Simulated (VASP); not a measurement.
BeNi:

```
Be Ni
1.0
     2.58700    0.00000    0.00000
     0.00000    2.58700    0.00000
     0.00000    0.00000    2.58700
Be Ni
1 1
Cartesian
  0.0000 0.0000 0.0000
  1.2935 1.2935 1.2935
```

Base run:

```yaml
Program: VASP 6.6.1
Functional: LDA
Potentials_or_basis: VASP PAW LDA potentials, release 64 (Be, Ni)
Cutoff: 520 eV
k_mesh: 7 × 7 × 7
Occupations: fermi-dirac, width 0.15 eV
Spin: collinear spin, ferromagnetic start
Starting_moments: "[0.0, 1.0] μB"
```

Its results: band gap on the k mesh zero (filled and empty bands overlap); pressure -6.7 GPa; net moment 0.00 μB per cell.

Q: After a change of settings the same cell gave: band gap on the k mesh 1.86 eV, indirect (least direct gap 2.36 eV); pressure -8.9 GPa; net moment 0.00 μB per cell. Which change was it?
A. k mesh from 7 × 7 × 7 to 11 × 11 × 11
B. k mesh from 7 × 7 × 7 to 9 × 9 × 9
C. k mesh from 7 × 7 × 7 to 4 × 4 × 4; further incar settings from ALGO = Normal; EDIFF = 1e-06; NBANDS = 17 to ALGO = Normal; EDIFF = 1e-07; NBANDS = 17
D. k mesh from 7 × 7 × 7 to 3 × 3 × 3

A: D.

Caveats: some runs use coarse meshes.
